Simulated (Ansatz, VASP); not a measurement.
## One calculation of Mo, two programs

```xyz
1
Lattice="-1.5813 1.5813 1.5813 1.5813 -1.5813 1.5813 1.5813 1.5813 -1.5813" Properties=species:S:1:pos:R:3 pbc="T T T"
Mo    0.0000    0.0000    0.0000
```

Alike in both runs: functional PBE; k mesh 8 × 8 × 8; no spin polarisation.

Ansatz relaxed the structure, and its values are those at the end. VASP's run is a single point on that final structure, the one shown.

|  | VASP | Ansatz |
| --- | --- | --- |
| version | VASP 6.6.1 | Ansatz 0.2.0 |
| potentials or method | VASP PAW PBE potentials, release 64 (Mo_sv), cutoff 500 eV | PAW plane waves |
| occupations | fermi-dirac, width 0.1 eV | fermi-dirac |
| valence electrons in the cell | 14 | 14 |

```tsv
	VASP	Ansatz	Ansatz less VASP
gap on the k mesh at the Fermi level (eV)	none	none	-
pressure (GPa)	0.5	0.0	-0.52
```

A gap of «none» marks a metal or a gap that the smearing closes.
